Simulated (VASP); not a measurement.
# TiO2 in VASP: single point with PBEsol

Aim: the single point of TiO2 with PBEsol.

Program: VASP 6.6.1. These are calculated values, not measurements. Logs are shortened: lines on timing, memory, paths and dates and some standing lists are left out, and cuts for length are marked.

## Step 1: The cell of the first run

The cell holds a slab with vacuum, 15 atoms: a = 2.939 Å, b = 4.591 Å, c = 25.978 Å, α = 90.00°, β = 90.00°, γ = 90.00°.

## Step 2: Single point, PBEsol

INCAR reads:

```
SYSTEM = TiO2
ALGO = Normal
DIPOL = 0.5 0.5 0.500
EDIFF = 1E-6
ENCUT = 520
GGA = PS
IDIPOL = 3
ISIF = 2
ISMEAR = 0
LASPH = .TRUE.
LCHARG = .FALSE.
LDIPOL = .TRUE.
LREAL = Auto
LWAVE = .FALSE.
NBANDS = 73
NELM = 60
PREC = Accurate
SIGMA = 0.05
```

KPOINTS reads:

```
k-points
0
G
  9 6 1
  0 0 0
```

POSCAR reads:

```
TiO2
1.0
    2.9389940179      0.0000000000      0.0000000000
    0.0000000000      4.5912476121      0.0000000000
    0.0000000000      0.0000000000     25.9782355250
O Ti
10 5
Direct
    0.5000000000      0.1280119167      0.2868288678
    0.5000000000      0.7625947694      0.3549076239
    0.0000000000      0.2853718223      0.3775713663
    0.0000000000      0.6941168453      0.4450004191
    0.5000000000      0.1947564765      0.4658383816
    0.5000000000      0.8052439995      0.5341615427
    0.0000000000      0.3058834578      0.5549995334
    0.0000000000      0.7146282009      0.6224285708
    0.5000000000      0.2374049971      0.6450923385
    0.5000000000      0.8719874708      0.7131711204
    0.0000000000      0.0211006941      0.3246571707
    0.5000000000      0.5094236043      0.4108188657
    0.0000000000      0.0000002814      0.5000000575
    0.5000000000      0.4905764544      0.5891812413
    0.0000000000     -0.0211009906      0.6753429002
```

Potentials or basis: VASP PAW PBE potentials, release 64 (O, Ti_sv).

The run is started by

```sh
cat potpaw_PBE.64/O/POTCAR potpaw_PBE.64/Ti_sv/POTCAR > POTCAR
mpirun -np 1 vasp_std > vasp.out
```

OUTCAR:

```text
SYSTEM = TiO2
   EDIFF = 1E-6
   ENCUT = 520
   GGA = PS
   ISIF = 2
   ISMEAR = 0
   LASPH = .TRUE.
   LREAL = Auto
   NELM = 60
   PREC = Accurate

 ion  position               nearest neighbor table
   1  0.500  0.128  0.287-  11 1.83  11 1.83
   2  0.500  0.763  0.355-  12 1.86  11 2.05  11 2.05
   3  0.000  0.285  0.378-  11 1.83  12 1.99  12 1.99
   4  0.000  0.694  0.445-  12 1.91  12 1.91  13 2.00
   5  0.500  0.195  0.466-  13 1.94  13 1.94  12 2.03
   6  0.500  0.805  0.534-  13 1.94  13 1.94  14 2.03
   7  0.000  0.306  0.555-  14 1.91  14 1.91  13 2.00
   8  0.000  0.715  0.622-  15 1.83  14 1.99  14 1.99
   9  0.500  0.237  0.645-  14 1.86  15 2.05  15 2.05
  10  0.500  0.872  0.713-  15 1.83  15 1.83
  11  0.000  0.021  0.325-   3 1.83   1 1.83   1 1.83   2 2.05   2 2.05
  12  0.500  0.509  0.411-   2 1.86   4 1.91   4 1.91   3 1.99   3 1.99   5 2.03
  13  0.000  0.000  0.500-   6 1.94   6 1.94   5 1.94   5 1.94   7 2.00   4 2.00
  14  0.500  0.491  0.589-   9 1.86   7 1.91   7 1.91   8 1.99   8 1.99   6 2.03
  15  0.000  0.979  0.675-   8 1.83  10 1.83  10 1.83   9 2.05   9 2.05

  LATTYP: Found a simple orthorhombic cell.
 ALAT       =     2.9389940179
 B/A-ratio  =     1.5621833812
 C/A-ratio  =     8.8391590343

  Lattice vectors:

 A1 = (   2.9389940179,   0.0000000000,   0.0000000000)
 A2 = (   0.0000000000,   4.5912476121,   0.0000000000)
 A3 = (   0.0000000000,   0.0000000000,  25.9782355250)

Analysis of symmetry for initial positions (statically):
=====================================================================
 Subroutine PRICEL returns:
 Original cell was already a primitive cell.

 Routine SETGRP: Setting up the symmetry group for a
 simple orthorhombic supercell.

 Subroutine GETGRP returns: Found  4 space group operations
 (whereof  4 operations were pure point group operations)
 out of a pool of  8 trial point group operations.

The static configuration has the point symmetry C_2h.

Analysis of symmetry for dynamics (positions and initial velocities):
=====================================================================
 Subroutine PRICEL returns:
 Original cell was already a primitive cell.

 Routine SETGRP: Setting up the symmetry group for a
 simple orthorhombic supercell.

 Subroutine GETGRP returns: Found  4 space group operations
 (whereof  4 operations were pure point group operations)
 out of a pool of  8 trial point group operations.

The dynamic configuration has the point symmetry C_2h.

 Subroutine INISYM returns: Found  4 space group operations
 (whereof  4 operations are pure point group operations),
 and found     1 'primitive' translations

----------------------------------------------------------------------------------------

                                     Primitive cell

  volume of cell :     350.5412

  direct lattice vectors                    reciprocal lattice vectors
     2.938994018  0.000000000  0.000000000     0.340252479  0.000000000  0.000000000
     0.000000000  4.591247612  0.000000000     0.000000000  0.217805722  0.000000000
     0.000000000  0.000000000 25.978235525     0.000000000  0.000000000  0.038493761

  length of vectors
     2.938994018  4.591247612 25.978235525     0.340252479  0.217805722  0.038493761

  position of ions in fractional coordinates (direct lattice)
     0.500000000  0.128011917  0.286828868
     0.500000000  0.762594769  0.354907624
     0.000000000  0.285371822  0.377571366
     0.000000000  0.694116845  0.445000419
     0.500000000  0.194756476  0.465838382
     0.500000000  0.805243999  0.534161543
     0.000000000  0.305883458  0.554999533
     0.000000000  0.714628201  0.622428571
     0.500000000  0.237404997  0.645092338
     0.500000000  0.871987471  0.713171120
     0.000000000  0.021100694  0.324657171
     0.500000000  0.509423604  0.410818866
     0.000000000  0.000000281  0.500000058
     0.500000000  0.490576454  0.589181241
     0.000000000  0.978899009  0.675342900

  ion indices of the primitive-cell ions
   primitive index   ion index
                 1           1
[... 29 lines left out ...]

  Length of vectors
     0.037805831  0.036300954  0.038493761

  Shift w.r.t. Gamma in fractional coordinates (k-lattice)
     0.000000000  0.000000000  0.000000000

 Subroutine IBZKPT returns following result:
 ===========================================

 Found     20 irreducible k-points:

 Following reciprocal coordinates:
            Coordinates               Weight
  0.000000  0.000000  0.000000      1.000000
  0.111111  0.000000  0.000000      2.000000
  0.222222  0.000000  0.000000      2.000000
  0.333333  0.000000  0.000000      2.000000
  0.444444  0.000000  0.000000      2.000000
  0.000000  0.166667  0.000000      2.000000
[... 12 lines left out ...]
  0.333333  0.500000  0.000000      2.000000
  0.444444  0.500000  0.000000      2.000000
   k-points           NKPTS =     20   k-points in BZ     NKDIM =     20   number of bands    NBANDS=     73
   number of dos      NEDOS =    301   number of ions     NIONS =     15
   total plane-waves  NPLWV = 169344
   dimension x,y,z NGX =    24 NGY =   36 NGZ =  196
   dimension x,y,z NGXF=    48 NGYF=   72 NGZF=  392
   ions per type =              10   5
   NGX,Y,Z   is equivalent  to a cutoff of  13.58, 13.04, 12.54 a.u.
   NGXF,Y,Z  is equivalent  to a cutoff of  27.15, 26.07, 25.09 a.u.
 SYSTEM =  TiO2
   PREC   = accura    normal or accurate (medium, high low for compatibility)
   ISTART =      0    job   : 0-new  1-cont  2-samecut
   ICHARG =      2    charge: 1-file 2-atom 10-const
   ISPIN  =      1    spin polarized calculation?
   LNONCOLLINEAR =      F non collinear calculations
   LSORBIT =      F    spin-orbit coupling
   LASPH  =      T    aspherical Exc in radial PAW
   ENCUT  =  520.0 eV  38.22 Ry    6.18 a.u.   5.46  8.54 48.30*2*pi/ulx,y,z
   NELM   =     60;   NELMIN=  2; NELMDL= -5     # of ELM steps
   EDIFF  = 0.1E-05   stopping-criterion for ELM
   LREAL  =      T    real-space projection
   EDIFFG = 0.1E-04   stopping-criterion for IOM
   NSW    =      0    number of steps for IOM
   IBRION =     -1    ionic relax: 0-MD 1-quasi-New 2-CG
   NFREE  =      0    steps in history (QN), initial steepest desc. (CG)
   ISIF   =      2    stress and relaxation
   ISYM   =      2    0-nonsym 1-usesym 2-fastsym
   POTIM  = 0.5000    time-step for ionic-motion
   TEBEG  =    0.0;   TEEND  =   0.0 temperature during run
   PSTRESS=    0.0 pullay stress
   NELECT =     120.0000    total number of electrons
   NUPDOWN=      -1.0000    fix difference up-down
   EMIN   =  10.00;   EMAX   =-10.00  energy-range for DOS
   EFERMI =   0.00;   METHOD = LEGACY
   ISMEAR =     0;   SIGMA  =   0.05  broadening in eV -4-tet -1-fermi 0-gaus
   EFERMI_NEDOS =   21; number of points for ismear=-14 and -15
   IALGO  =     38    algorithm
   IMIX   =      4    mixing-type and parameters
     AMIX     =   0.40;   BMIX     =  1.00
     AMIX_MAG =   1.60;   BMIX_MAG =  1.00
  volume/ion in A,a.u.               =      23.37       157.70
  Fermi-wavevector in a.u.,A,eV,Ry     =   1.145220  2.164152 17.844431  1.311529
  Thomas-Fermi vector in A             =   2.281909
   LORBIT       =      0    0 simple, 1 ext, 2 COOP (PROOUT), +10 PAW based schemes
   GGA     = PS    functional components
   LHFCALC =     F    Hartree Fock is set to
   AEXX    =    0.0000 exact exchange contribution
   IVDW    =     0    specifies the selected vdW correction
   LEPSILON=     F    determine dielectric tensor
   LRPA    =     F    only Hartree local field effects (RPA)
 non-spin polarized calculation
 Gauss-broadening in eV      SIGMA  =   0.05
  energy-cutoff  :      520.00
  volume of cell :      350.54
 maximum number of plane-waves:      9491
 NGX is ok and might be reduce to    24
   NGX = 11   NGY = 17   NGZ = 97

 number of electron     119.9999992 magnetization

 dipolmoment           0.000000      0.000000     -0.000019 electrons x Angstroem

 Free energy of the ion-electron system (eV)
  ---------------------------------------------------
  ext. energy  EPLUGINS =         0.00000000
  ---------------------------------------------------
  free energy    TOTEN  =      -138.81921959 eV

  energy without entropy =     -138.81921959  energy(sigma->0) =     -138.81921959

 E-fermi :  -1.8466     XC(G=0):  -5.7143

 val. band max:       -2.1729385968   @ k =   0.0000   0.0000   0.0000
 cond. band min:      -0.1024087834   @ k =   0.0000   0.0000   0.0000
 fundamental gap:      2.0705298134
 Fermi energy:        -1.8465618607

 k-point     1 :       0.0000    0.0000    0.0000
  band No.  band energies     occupation
      1     -58.6136      2.00000
      2     -58.6126      2.00000
      3     -58.5746      2.00000
      4     -58.1271      2.00000
      5     -58.1269      2.00000
      6     -35.0571      2.00000
[... 1489 lines left out ...]
     71       1.6413      0.00000
     72       1.7501      0.00000
 [bands above 72 left out]

------------------------ aborting loop because EDIFF is reached ----------------------------------------

 vacuum level on the upper side and lower side of the slab       (xc-potential included)        -0.186        -0.186

  FORCE on cell =-STRESS in cart. coord.  units (eV):
  Direction    XX          YY          ZZ          XY          YZ          ZX
  --------------------------------------------------------------------------------------
  -------------------------------------------------------------------------------------
  Total       -1.8315627      3.0428114      0.6732527      0.0000000     -0.0627460      0.0000000
  in kB       -8.3713079     13.9074192      3.0771567      0.0000000     -0.2867857      0.0000000
  external PRESSURE =       2.8710893 kB  Pullay stress =       0.0000000 kB

 VOLUME and BASIS-vectors are now :
 -----------------------------------------------------------------------------
  energy-cutoff  :      520.00
  volume of cell :      350.54
      direct lattice vectors                 reciprocal lattice vectors
     2.938994018  0.000000000  0.000000000     0.340252479  0.000000000  0.000000000
     0.000000000  4.591247612  0.000000000     0.000000000  0.217805722  0.000000000
     0.000000000  0.000000000 25.978235525     0.000000000  0.000000000  0.038493761

 POSITION                                       TOTAL-FORCE (eV/Angst)
 -----------------------------------------------------------------------------------
      1.46950      0.58773      7.45131        -0.000000      0.048812     -0.099888
      1.46950      3.50126      9.21987        -0.000000      0.009021     -0.025412
      0.00000      1.31021      9.80864        -0.000000      0.018222      0.027532
      0.00000      3.18686     11.56033        -0.000000      0.025446      0.033037
      1.46950      0.89418     12.10166        -0.000000      0.029161     -0.027386
      1.46950      3.69707     13.87657        -0.000000     -0.029161      0.027386
      0.00000      1.40439     14.41791        -0.000000     -0.025446     -0.033037
      0.00000      3.28104     16.16960        -0.000000     -0.018222     -0.027532
      1.46950      1.08999     16.75836        -0.000000     -0.009021      0.025412
      1.46950      4.00351     18.52693         0.000000     -0.048812      0.099888
      0.00000      0.09688      8.43402        -0.000000     -0.076715      0.009238
      1.46950      2.33889     10.67235        -0.000000     -0.032625      0.022769
      0.00000      0.00000     12.98912        -0.000000      0.000000      0.000000
      1.46950      2.25236     15.30589        -0.000000      0.032625     -0.022769
      0.00000      4.49437     17.54422        -0.000000      0.076715     -0.009238
 -----------------------------------------------------------------------------------
    total drift:                                0.000000      0.000854     -0.006718

  FREE ENERGIE OF THE ION-ELECTRON SYSTEM (eV)
  ---------------------------------------------------
  free  energy   TOTEN  =      -138.8192195930 eV

  energy  without entropy=     -138.8192195930  energy(sigma->0) =     -138.81921959

 vacuum level on the upper side and lower side of the slab         5.310         5.311
```

It took 23 min on 1 thread of AMD EPYC 7R43 (Zen 3), shared host; peak memory 0.53 GiB.

What came out:

| Quantity | Value |
| --- | --- |
| Free energy | -138.8192 eV |
| Largest force | 0.111 eV/Å |
| Band gap on the k mesh | 2.07 eV, direct |

Forces in eV/Å, atoms in the order of the input:
```
O    0.000  0.049 -0.100
O    0.000  0.009 -0.025
O    0.000  0.018  0.028
O    0.000  0.025  0.033
O    0.000  0.029 -0.027
O    0.000 -0.029  0.027
O    0.000 -0.025 -0.033
O    0.000 -0.018 -0.028
O    0.000 -0.009  0.025
O    0.000 -0.049  0.100
Ti   0.000 -0.077  0.009
Ti   0.000 -0.033  0.023
Ti   0.000  0.000  0.000
Ti   0.000  0.033 -0.023
Ti   0.000  0.077 -0.009
```

Levels at points of the mesh, in eV from the valence-band top:
| k point | band 56 | band 57 | band 58 | band 59 | band 60 | band 61 | band 62 | band 63 | band 64 | band 65 |
| --- | --- | --- | --- | --- | --- | --- | --- | --- | --- | --- |
| (0.00, 0.00, 0.00) | -0.78 | -0.66 | -0.48 | -0.23 | 0.00 | 2.07 | 2.46 | 2.62 | 2.78 | 2.80 |
| (0.00, 0.50, 0.00) | -1.07 | -0.87 | -0.85 | -0.80 | -0.56 | 2.08 | 2.51 | 2.57 | 2.78 | 3.05 |

Caveat: the PAW data sets were made with another functional, which shifts forces and pressure a little.
